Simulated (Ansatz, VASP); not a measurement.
## Zn3SnO: VASP beside Ansatz

Contents of INCAR:

```
SYSTEM = Zn3SnO
ALGO = Normal ; EDIFF = 1E-6
ENCUT = 520 ; GGA = PE
ISIF = 2 ; ISMEAR = 0
IVDW = 12 ; LASPH = .True.
LCHARG = .False. ; LREAL = .False.
LWAVE = .False. ; NBANDS = 36
NELM = 100 ; PREC = Accurate
SIGMA = 0.05
```

Contents of KPOINTS:

```
k-points
0
Gamma
  4 4 4
  0 0 0
```

The input POSCAR:

```
Zn3SnO
1.0
    4.2800000000      0.0000000000      0.0000000000
    0.0000000000      4.2800000000      0.0000000000
    0.0000000000      0.0000000000      4.2800000000
Sn O Zn
1 1 3
Direct
    0.0000000000      0.0000000000      0.0000000000
    0.5000000000      0.5000000000      0.5000000000
    0.5000000000      0.5000000000      0.0000000000
    0.5000000000      0.0000000000      0.5000000000
    0.0000000000      0.5000000000      0.5000000000
```

Input for Ansatz:

```yaml
crystal:
  lattice:
    - [4.28, 0.0, 0.0]
    - [0.0, 4.28, 0.0]
    - [0.0, 0.0, 4.28]
  atoms:
    - { symbol: Sn, position: [0.0, 0.0, 0.0] }
    - { symbol: O, position: [0.5, 0.5, 0.5] }
    - { symbol: Zn, position: [0.5, 0.5, 0.0] }
    - { symbol: Zn, position: [0.5, 0.0, 0.5] }
    - { symbol: Zn, position: [0.0, 0.5, 0.5] }
basis:
  ecutwfc: 420
kpoints:
  mp_grid: { grid: [4, 4, 4] }
hamiltonian:
  xc: pbe
  dispersion: d3bj
scf:
  occupations: { method: gaussian, width: 0.05 }
output:
  forces: true
  stress: true
  eigenvalues: true
```

Alike in both runs: task single point; functional PBE; dispersion D3(BJ); k mesh 4 × 4 × 4; occupations gaussian, width 0.05 eV; no spin polarisation.

```csv
,VASP,Ansatz
version,VASP 6.6.1,Ansatz 0.2.0
potentials or method,"VASP PAW PBE potentials, release 64 (Sn_d, O, Zn), cutoff 520 eV","scalar-relativistic, plane waves, PAW"
valence electrons in the cell,56,56
```

```tsv
	VASP	Ansatz	Ansatz less VASP
gap on the k mesh at the Fermi level (eV)	none	none	-
pressure (GPa)	1.5	1.1	-0.32
```

A gap of «none» marks a metal or a gap that the smearing closes.

The k mesh is coarse, so the values compare programs but aren't converged.
